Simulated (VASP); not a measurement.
# AlN (I-4m2) in VASP: notebook

AlN is run at these levels: PBE; tasks: single point.

Program: VASP 6.6.1. These are calculated values, not measurements. Logs are shortened: lines on timing, memory, paths and dates and some standing lists are left out, and cuts for length are marked.

## (1) The cell of the first run

It takes space group I-4m2 (No. 119, tetragonal). The conventional cell has a = 3.152 Å, b = 3.152 Å, c = 4.273 Å, α = 90.00°, β = 90.00°, γ = 90.00°. Al (site symmetry -4m2) has 4 N at 1.90 Å within 2.5 Å. N (site symmetry -4m2) has 4 Al at 1.90 Å within 2.5 Å.

## (2) Single point, PBE (epitaxial xy strain +2.0%)

File INCAR:

```
PREC = Accurate ; ENCUT = 520
EDIFF = 1E-6 ; ISMEAR = 0
SIGMA = 0.01 ; LREAL = False
LASPH = True ; NELM = 60
ALGO = Normal ; ISIF = 2
LWAVE = False ; LCHARG = False
GGA = PE ; NBANDS = 11
```

File KPOINTS:

```
Automatic mesh
0
Gamma
  6 6 6
```

File POSCAR:

```
AlN
1.0
    0.0000000000      2.2285739407      2.1366451309
    2.2285739407      0.0000000000      2.1366451309
    2.2285739407      2.2285739407      0.0000000000
Al N
1 1
Direct
    0.0000000000      0.0000000000      0.0000000000
    0.2500000000      0.2500000000      0.2500000000
```

Potentials or basis: VASP PAW PBE potentials, release 64 (Al, N).

On the command line:

```console
$ cat potpaw_PBE.64/Al/POTCAR potpaw_PBE.64/N/POTCAR > POTCAR
$ mpirun -np 1 vasp_std > vasp.out
```

OUTCAR:

```text
PREC = Accurate
   ENCUT = 520
   EDIFF = 1E-6
   ISMEAR = 0
   LREAL = False
   LASPH = True
   NELM = 60
   ISIF = 2
   GGA = PE

 ion  position               nearest neighbor table
   1  0.000  0.000  0.000-   2 1.90   2 1.90   2 1.90   2 1.90
   2  0.250  0.250  0.250-   1 1.90   1 1.90   1 1.90   1 1.90

  LATTYP: Found a body centered tetragonal cell.
 ALAT       =     3.1516794917
 C/A-ratio  =     1.3558771674

  Lattice vectors:

 A1 = (   0.0000000000,  -2.2285739407,  -2.1366451309)
 A2 = (   0.0000000000,   2.2285739407,  -2.1366451309)
 A3 = (   2.2285739407,   0.0000000000,   2.1366451309)

Analysis of symmetry for initial positions (statically):
=====================================================================
 Subroutine PRICEL returns:
 Original cell was already a primitive cell.

 Routine SETGRP: Setting up the symmetry group for a
 body centered tetragonal supercell.

 Subroutine GETGRP returns: Found  8 space group operations
 (whereof  8 operations were pure point group operations)
 out of a pool of 16 trial point group operations.

The static configuration has the point symmetry D_2d.

Analysis of symmetry for dynamics (positions and initial velocities):
=====================================================================
 Subroutine PRICEL returns:
 Original cell was already a primitive cell.

 Routine SETGRP: Setting up the symmetry group for a
 body centered tetragonal supercell.

 Subroutine GETGRP returns: Found  8 space group operations
 (whereof  8 operations were pure point group operations)
 out of a pool of 16 trial point group operations.

The dynamic configuration has the point symmetry D_2d.

 Subroutine INISYM returns: Found  8 space group operations
 (whereof  8 operations are pure point group operations),
 and found     1 'primitive' translations

----------------------------------------------------------------------------------------

                                     Primitive cell

  volume of cell :      21.2235

  direct lattice vectors                    reciprocal lattice vectors
     0.000000000  2.228573941  2.136645131    -0.224358721  0.224358721  0.234011719
     2.228573941  0.000000000  2.136645131     0.224358721 -0.224358721  0.234011719
     2.228573941  2.228573941  0.000000000     0.224358721  0.224358721 -0.234011719

  length of vectors
     3.087360398  3.087360398  3.151679492     0.394252656  0.394252656  0.394252656

  position of ions in fractional coordinates (direct lattice)
     0.000000000  0.000000000  0.000000000
     0.250000000  0.250000000  0.250000000

[... 85 lines left out ...]
   TEBEG  =    0.0;   TEEND  =   0.0 temperature during run
   PSTRESS=    0.0 pullay stress
   NELECT =       8.0000    total number of electrons
   NUPDOWN=      -1.0000    fix difference up-down
   EMIN   =  10.00;   EMAX   =-10.00  energy-range for DOS
   EFERMI =   0.00;   METHOD = LEGACY
   ISMEAR =     0;   SIGMA  =   0.01  broadening in eV -4-tet -1-fermi 0-gaus
   EFERMI_NEDOS =   21; number of points for ismear=-14 and -15
   IALGO  =     38    algorithm
   IMIX   =      4    mixing-type and parameters
     AMIX     =   0.40;   BMIX     =  1.00
     AMIX_MAG =   1.60;   BMIX_MAG =  1.00
  volume/ion in A,a.u.               =      10.61        71.61
  Fermi-wavevector in a.u.,A,eV,Ry     =   1.182586  2.234763 19.027873  1.398509
  Thomas-Fermi vector in A             =   2.318837
   LORBIT       =      0    0 simple, 1 ext, 2 COOP (PROOUT), +10 PAW based schemes
   GGA     = PE    functional components
   LHFCALC =     F    Hartree Fock is set to
   AEXX    =    0.0000 exact exchange contribution
   IVDW    =     0    specifies the selected vdW correction
   LEPSILON=     F    determine dielectric tensor
   LRPA    =     F    only Hartree local field effects (RPA)
 non-spin polarized calculation
 Gauss-broadening in eV      SIGMA  =   0.01
  energy-cutoff  :      520.00
  volume of cell :       21.22
 maximum number of plane-waves:       580
   NGX = 11   NGY = 11   NGZ = 11

 number of electron       8.0000001 magnetization

 Free energy of the ion-electron system (eV)
  ---------------------------------------------------
  ext. energy  EPLUGINS =         0.00000000
  ---------------------------------------------------
  free energy    TOTEN  =       -14.83579368 eV

  energy without entropy =      -14.83579368  energy(sigma->0) =      -14.83579368

 E-fermi :   5.9698     XC(G=0): -10.8543

 val. band max:        5.9141158542   @ k =   0.0000   0.0000   0.0000
 cond. band min:       9.0012345616   @ k =   0.5000   0.5000   0.0000
 fundamental gap:      3.0871187074
 Fermi energy:         5.9697622516

 k-point     1 :       0.0000    0.0000    0.0000
  band No.  band energies     occupation
      1      -9.0722      2.00000
      2       5.7529      2.00000
      3       5.7529      2.00000
      4       5.9141      2.00000
      5       9.8290      0.00000
      6      18.1498      0.00000
      7      18.2025      0.00000
      8      18.2025      0.00000
      9      22.6737      0.00000
     10      23.8605      0.00000
     11      24.2106      0.00000
[... 309 lines left out ...]
 k-point    24 :       0.5000   -0.0000    0.3333
  band No.  band energies     occupation
      1      -6.6926      2.00000
      2       1.2180      2.00000
      3       3.3435      2.00000
      4       4.4345      2.00000
      5      10.5362      0.00000
      6      15.4942      0.00000
      7      18.1908      0.00000
      8      20.0993      0.00000
      9      21.2761      0.00000
     10      27.1751      0.00000
     11      29.2867      0.00000

 [... further k-points ...]

------------------------ aborting loop because EDIFF is reached ----------------------------------------

  FORCE on cell =-STRESS in cart. coord.  units (eV):
  Direction    XX          YY          ZZ          XY          YZ          ZX
  --------------------------------------------------------------------------------------
  -------------------------------------------------------------------------------------
  Total       -0.1292808     -0.1292808      0.5197277      0.0000000      0.0000000      0.0000000
  in kB       -9.7595154     -9.7595154     39.2346639      0.0000000      0.0000000      0.0000000
  external PRESSURE =       6.5718777 kB  Pullay stress =       0.0000000 kB

 VOLUME and BASIS-vectors are now :
 -----------------------------------------------------------------------------
  energy-cutoff  :      520.00
  volume of cell :       21.22
      direct lattice vectors                 reciprocal lattice vectors
     0.000000000  2.228573941  2.136645131    -0.224358721  0.224358721  0.234011719
     2.228573941  0.000000000  2.136645131     0.224358721 -0.224358721  0.234011719
     2.228573941  2.228573941  0.000000000     0.224358721  0.224358721 -0.234011719

 POSITION                                       TOTAL-FORCE (eV/Angst)
 -----------------------------------------------------------------------------------
      0.00000      0.00000      0.00000         0.000000      0.000000     -0.000000
      1.11429      1.11429      1.06832        -0.000000     -0.000000      0.000000
 -----------------------------------------------------------------------------------
    total drift:                                0.000000      0.000000     -0.000000

  FREE ENERGIE OF THE ION-ELECTRON SYSTEM (eV)
  ---------------------------------------------------
  free  energy   TOTEN  =       -14.8357936813 eV

  energy  without entropy=      -14.8357936813  energy(sigma->0) =      -14.83579368
```

OSZICAR:

```text
N       E                     dE             d eps       ncg     rms          rms(c)
DAV:   1     0.901154034348E+01    0.90115E+01   -0.37655E+03   684   0.594E+02
DAV:   2    -0.163500436260E+02   -0.25362E+02   -0.23862E+02   796   0.135E+02
DAV:   3    -0.171761314227E+02   -0.82609E+00   -0.82489E+00   804   0.224E+01
DAV:   4    -0.171806841545E+02   -0.45527E-02   -0.45523E-02   738   0.181E+00
DAV:   5    -0.171807427790E+02   -0.58625E-04   -0.58624E-04   813   0.198E-01    0.853E+00
DAV:   6    -0.148444167502E+02    0.23363E+01   -0.11857E+01   773   0.172E+01    0.281E+00
DAV:   7    -0.148423240551E+02    0.20927E-02   -0.16568E-01   738   0.321E+00    0.204E+00
DAV:   8    -0.148372621402E+02    0.50619E-02   -0.29498E-02   726   0.162E+00    0.594E-01
DAV:   9    -0.148357367122E+02    0.15254E-02   -0.43400E-03   795   0.391E-01    0.235E-01
DAV:  10    -0.148357826198E+02   -0.45908E-04   -0.45719E-04   729   0.137E-01    0.175E-02
DAV:  11    -0.148357938781E+02   -0.11258E-04   -0.11940E-05   792   0.258E-02    0.171E-02
DAV:  12    -0.148357936813E+02    0.19687E-06   -0.59808E-07   459   0.576E-03
   1 F= -.14835794E+02 E0= -.14835794E+02  d E =-.930999E-18
```

Wall time 8.9 s (1 thread of Intel Xeon 8259CL, shared host); peak memory 0.13 GiB.

What came out:

- Free energy: -14.8358 eV
- Pressure: 0.7 GPa
- Band gap on the k mesh: 3.09 eV, indirect (least direct gap 3.91 eV)

Stress tensor (GPa, compression positive):
```
-0.98  0.00  0.00
 0.00 -0.98  0.00
 0.00  0.00  3.92
```

Caveat: the cell differs from its parent crystal (epitaxial xy strain +2.0%).

## (3) Single point, PBE (epitaxial xy strain +3.0%)

File INCAR:

```
PREC = Accurate
ENCUT = 520
EDIFF = 1E-6
ISMEAR = 0
SIGMA = 0.01
LREAL = False
LASPH = True
NELM = 60
ALGO = Normal
ISIF = 2
LWAVE = False
LCHARG = False
GGA = PE
NBANDS = 11
```

KPOINTS is that of step 2.

File POSCAR:

```
AlN
1.0
    0.0000000000      2.2504227048      2.1105448577
    2.2504227048      0.0000000000      2.1105448577
    2.2504227048      2.2504227048      0.0000000000
Al N
1 1
Direct
    0.0000000000      0.0000000000      0.0000000000
    0.2500000000      0.2500000000      0.2500000000
```

Potentials or basis: VASP PAW PBE potentials, release 64 (Al, N).

On the command line:

```console
$ cat potpaw_PBE.64/Al/POTCAR potpaw_PBE.64/N/POTCAR > POTCAR
$ mpirun -np 1 vasp_std > vasp.out
```

Wall time 9.3 s (1 thread of Intel Xeon 8259CL, shared host); peak memory 0.13 GiB.

The run converged. Its results:

```yaml
Free_energy: -14.8241 eV
Pressure: -0.9 GPa
Band_gap_on_the_k_mesh: 2.99 eV, indirect (least direct gap 3.79 eV)
```

Stress tensor (GPa, compression positive):
```
-3.27  0.00  0.00
 0.00 -3.27  0.00
 0.00  0.00  3.74
```

Levels at points of the mesh, in eV from the valence-band top:
```tsv
k point	band 1	band 2	band 3	band 4	band 5	band 6	band 7	band 8	band 9
(0.00, 0.00, 0.00)	-15.00	-0.23	-0.23	0.00	3.79	12.10	12.18	12.18	16.31
(0.50, 0.00, 0.00)	-13.02	-5.91	-0.89	-0.40	6.84	9.55	10.26	11.58	17.29
(0.50, 0.50, 0.00)	-12.24	-4.58	-2.25	-2.25	2.99	7.63	14.16	14.90	14.90
(0.50, 0.00, 0.50)	-12.50	-5.19	-1.73	-1.72	3.26	8.62	13.04	14.51	16.31
```

Caveat: the cell differs from its parent crystal (epitaxial xy strain +3.0%). A k mesh can miss the band edges.

## (4) Single point, PBE (epitaxial xy strain +4.0%)

File INCAR:

```
SYSTEM = AlN
PREC = Accurate
ENCUT = 520
EDIFF = 1E-7
ISMEAR = 0
SIGMA = 0.01
LREAL = .False.
LASPH = .True.
NELM = 100
ALGO = Normal
ISIF = 2
LWAVE = .False.
LCHARG = .True.
GGA = PE
LELF = .True.
LVHAR = .True.
NBANDS = 11
```

File KPOINTS:

```
regular mesh
0
Gamma
  6 6 6
  0 0 0
```

File POSCAR:

```
AlN
1.0
    0.0000000000      2.2722714690      2.0830640326
    2.2722714690      0.0000000000      2.0830640326
    2.2722714690      2.2722714690      0.0000000000
Al N
1 1
Direct
    0.0000000000      0.0000000000      0.0000000000
    0.2500000000      0.2500000000      0.2500000000
```

On the command line:

```console
$ cat potpaw_PBE.64/Al/POTCAR potpaw_PBE.64/N/POTCAR > POTCAR
$ mpirun -np 1 vasp_std > vasp.out
```

Wall time 10 s (1 thread of Intel Xeon 8259CL, shared host); peak memory 0.13 GiB.

Results (log left out):

```yaml
Free_energy: -14.8065 eV
Pressure: -2.4 GPa
Band_gap_on_the_k_mesh: 2.90 eV, indirect (least direct gap 3.67 eV)
```

Stress tensor (GPa, compression positive):
```
-5.34  0.00  0.00
 0.00 -5.34  0.00
 0.00  0.00  3.59
```

Levels at points of the mesh, in eV from the valence-band top:
```
           k point  band 1  band 2  band 3  band 4  band 5  band 6  band 7  band 8
(0.00, 0.00, 0.00)  -15.02   -0.30   -0.30    0.00    3.67   11.98   12.09   12.09
(0.50, 0.00, 0.00)  -13.05   -5.94   -1.02   -0.38    6.64    9.48    9.98   11.82
(0.50, 0.50, 0.00)  -12.22   -4.47   -2.41   -2.41    2.90    7.30   14.26   14.66
(0.50, 0.00, 0.50)  -12.56   -5.30   -1.71   -1.70    3.25    8.65   12.75   14.14
```

Caveat: the cell differs from its parent crystal (epitaxial xy strain +4.0%). A k mesh can miss the band edges.

## (5) Overview

| cell | gap on the mesh (eV) | pressure (GPa) |
| --- | --- | --- |
| a = 3.087, b = 3.087, c = 3.152 Å, angles 59.3, 59.3, 61.4°, 2 atoms | 3.09 | 0.7 |
| a = 3.085, b = 3.085, c = 3.183 Å, angles 59.0, 59.0, 62.1°, 2 atoms | 2.99 | -0.9 |
| a = 3.083, b = 3.083, c = 3.213 Å, angles 58.6, 58.6, 62.8°, 2 atoms | 2.90 | -2.4 |

Alike in all rows: task single point; level PBE; potentials or basis VASP PAW PBE potentials, release 64 (Al, N); no spin polarisation; k mesh 6 × 6 × 6; cutoff (eV) 520; smearing gaussian 0.01 eV.

Total energies depend on the potentials used, so only differences within one code and one set of settings carry meaning.
